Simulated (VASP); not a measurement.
Here is a VASP 6.6.1 calculation.

INCAR

```
SYSTEM = AlPt
  PREC = Accurate
  ENCUT = 520
  EDIFF = 1E-7
  ISMEAR = 1
  SIGMA = 0.15
  LREAL = .False.
  LASPH = .True.
  NELM = 100
  ALGO = Normal
  ISIF = 2
  LWAVE = .False.
  LCHARG = .True.
  GGA = PS
  LELF = .True.
  LVHAR = .True.
  NBANDS = 36
```

Contents of KPOINTS:

```
Automatic mesh
0
Gamma
  6 6 6
  0 0 0
```

POSCAR

```
AlPt
1.0
    4.7793340126      0.0000000000      0.0000000000
    0.0000000000      4.7793340126      0.0000000000
    0.0000000000      0.0000000000      4.7793340126
Al Pt
4 4
Direct
    0.8440320000      0.8440320000      0.8440320000
    0.6559680000      0.1559680000      0.3440320000
    0.3440320000      0.6559680000      0.1559680000
    0.1559680000      0.3440320000      0.6559680000
    0.1550630000      0.1550630000      0.1550630000
    0.3449370000      0.8449370000      0.6550630000
    0.6550630000      0.3449370000      0.8449370000
    0.8449370000      0.6550630000      0.3449370000
```

Potentials or basis: VASP PAW PBE potentials, release 64 (Al, Pt).

Run with:

```console
$ cat potpaw_PBE.64/Al/POTCAR potpaw_PBE.64/Pt/POTCAR > POTCAR
$ mpirun -np 1 vasp_std > vasp.out
```

Problem. What does it give for the pressure?

Solution. 12.8 GPa.

Problem. Estimate the band gap on the k mesh.

Solution. Zero (bands 26 and 27 overlap by 1.16 eV).

Problem. Estimate the largest force.

Solution. 0.064 eV/Å.

Forces in eV/Å, atoms in the order of the input:
```
Al   0.037  0.037  0.037
Al  -0.037 -0.037  0.037
Al   0.037 -0.037 -0.037
Al  -0.037  0.037 -0.037
Pt  -0.034 -0.034 -0.034
Pt   0.034  0.034 -0.034
Pt  -0.034  0.034  0.034
Pt   0.034 -0.034  0.034
```

Caveat: the cell stands under pressure; the PAW data sets were made with another functional, which shifts forces and pressure a little; spin-orbit coupling is left out, which moves the levels of the heavy elements.
